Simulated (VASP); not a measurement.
The system is MgO.

```
Mg O
1.0
     0.00000    2.15472    2.15472
     2.15472    0.00000    2.15472
     2.15472    2.15472    0.00000
Mg O
1 1
Direct
  0.00000 0.00000 0.00000
  0.50000 0.50000 0.50000
```

This cell differs from its parent crystal: strain +2.5%.

Base run:

| Quantity | Value |
| --- | --- |
| Program | VASP 6.6.1 |
| Functional | r2SCAN |
| Potentials or basis | VASP PAW PBE potentials, release 64 (Mg_sv, O) |
| Cutoff | 660 eV |
| k mesh | 10 × 10 × 10 |
| Occupations | gaussian, width 0.01 eV |
| Spin | no spin polarisation |

Its results: band gap on the k mesh 5.00 eV, direct; pressure -10.9 GPa.

Q: The run is repeated on the same cell with these changes: potentials or basis from VASP PAW PBE potentials, release 64 (Mg_sv, O) to VASP PAW PBE potentials, release 64 (Mg, O); cutoff from 660 eV to 520 eV; further incar settings from ALGO = Normal; EDIFF = 1e-06; NBANDS = 15 to ALGO = Normal; EDIFF = 1e-07; NBANDS = 11; valence electrons from 16 to 8. What comes out?

A: Band gap on the k mesh 4.94 eV, direct; pressure -11.7 GPa.

Caveats: the PAW data sets were made with another functional, which shifts forces and pressure a little.

